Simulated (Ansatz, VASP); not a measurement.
**Al32H in VASP and in Ansatz**

```
CELL_PARAMETERS angstrom
8.10000 0.00000 0.00000
0.00000 8.10000 0.00000
0.00000 0.00000 8.10000
ATOMIC_POSITIONS crystal
Al 0.50127 0.00026 0.00013
Al 0.74996 0.24892 0.00013
Al 0.74996 0.00023 0.25104
Al 0.99866 0.00026 0.00013
Al 0.24997 0.24462 0.00013
Al 0.50569 0.50021 0.00013
Al 0.74996 0.75153 0.00013
Al 0.24997 0.00026 0.25144
Al 0.49960 0.25060 0.24978
Al 0.74996 0.50022 0.25144
Al 0.50087 0.00023 0.50014
Al 0.74996 0.24931 0.50014
Al 0.74996 0.00023 0.74922
Al 0.99418 0.50021 0.00013
Al 0.24997 0.75615 0.00013
Al 0.00032 0.25060 0.24978
Al 0.24997 0.50021 0.25599
Al 0.49961 0.74988 0.24978
Al 0.99905 0.00023 0.50014
Al 0.24996 0.24892 0.50016
Al 0.50127 0.50022 0.50016
Al 0.74996 0.75113 0.50014
Al 0.24996 0.00027 0.74883
Al 0.49960 0.25060 0.75050
Al 0.74996 0.50022 0.74883
Al 0.00032 0.74988 0.24978
Al 0.99866 0.50022 0.50016
Al 0.24997 0.75153 0.50015
Al 0.00032 0.25060 0.75050
Al 0.24997 0.50021 0.74447
Al 0.49960 0.74988 0.75050
Al 0.00032 0.74988 0.75050
H 0.24976 0.50149 0.00089
```

Alike in both runs: functional PBEsol; k mesh 3 × 3 × 3; occupations gaussian, width 0.05 eV; no spin polarisation.

Ansatz relaxed the structure, and its values are those at the end. VASP's run is a single point on that final structure, the one shown.

|  | VASP | Ansatz |
| --- | --- | --- |
| version | VASP 6.6.1 | Ansatz 0.2.0 |
| potentials or method | VASP PAW PBE potentials, release 64 (Al, H), cutoff 520 eV | scalar-relativistic, plane waves, PAW |
| valence electrons in the cell | 97 | 97 |

```csv
,VASP,Ansatz,Ansatz less VASP
rms of the force components (eV/Å),0.004,0.001,-0.0030
```

VASP's potentials were made for PBE, not for PBEsol.
